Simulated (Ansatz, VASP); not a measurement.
**Ag: VASP beside Ansatz**

```
CELL_PARAMETERS angstrom
0.00000 2.07375 1.98181
2.07375 0.00000 1.98181
2.07375 2.07375 0.00000
ATOMIC_POSITIONS crystal
Ag 0.00000 0.00000 0.00000
```

Change from the starting cell: strain +0.015 along x and y, -0.030 along z, atoms carried along.

Alike in both runs: task single point; functional PBEsol; k mesh 20 × 20 × 20; occupations gaussian, width 0.15 eV; no spin polarisation.

|  | VASP | Ansatz |
| --- | --- | --- |
| version | VASP 6.6.1 | Ansatz 0.2.0 |
| potentials or method | VASP PAW PBE potentials, release 64 (Ag), cutoff 520 eV | scalar-relativistic, plane waves, PAW |
| valence electrons in the cell | 11 | 19 |

|  | VASP | Ansatz | Ansatz less VASP |
| --- | --- | --- | --- |
| gap on the k mesh at the Fermi level (eV) | none | none | - |
| pressure (GPa) | -2.7 | -2.5 | +0.20 |
| traceless stress, the component that is largest in VASP (GPa) | 1.04 | 1.05 | +0.005 |

VASP's potentials were made for PBE, not for PBEsol. A gap of «none» marks a metal or a gap that the smearing closes. The functional is the same, so the differences come from potentials, cutoffs and numerics. VASP's potentials hold 11 valence electrons a cell and Ansatz's 19, so a difference there can come from the potentials and not from the codes.
